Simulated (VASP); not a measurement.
Input of a VASP 6.6.1 run:

File INCAR:

```
ALGO = Normal ; DIPOL = 0.5 0.5 0.500
EDIFF = 1E-6 ; ENCUT = 520
GGA = PE ; IDIPOL = 3
ISIF = 2 ; ISMEAR = -1
ISPIN = 2 ; LASPH = True
LCHARG = False ; LDIPOL = True
LMAXMIX = 4 ; LORBIT = 11
LREAL = False ; LWAVE = False
MAGMOM = 2 2 2 2 2 ; NBANDS = 34
NELM = 150 ; PREC = Accurate
SIGMA = 0.05
```

The input KPOINTS:

```
k-points
0
Gamma
  12 12 1
```

File POSCAR:

```
Co
1.0
    2.5190008694      0.0000000000      0.0000000000
   -1.2595004347      2.1815187451      0.0000000000
    0.0000000000      0.0000000000     23.1820000000
Co
5
Direct
    0.3333333333      0.6666666666      0.3235268743
    0.6666666667      0.3333333334      0.4117634371
    0.3333333333      0.6666666666      0.5000000000
    0.6666666667      0.3333333334      0.5882365629
    0.3333333333      0.6666666666      0.6764731257
```

Potentials or basis: VASP PAW PBE potentials, release 64 (Co).

Launch:

```console
$ cat potpaw_PBE.64/Co/POTCAR > POTCAR
$ mpirun -np 1 vasp_std > vasp.out
```

Estimate the net moment.

8.63 μB per cell.

Predict the largest force.

0.569 eV/Å.

Forces on the atoms (eV/Å):
```
Co   0.000  0.000  0.569
Co   0.000  0.000 -0.343
Co   0.000  0.000  0.000
Co   0.000  0.000  0.343
Co   0.000  0.000 -0.569
```
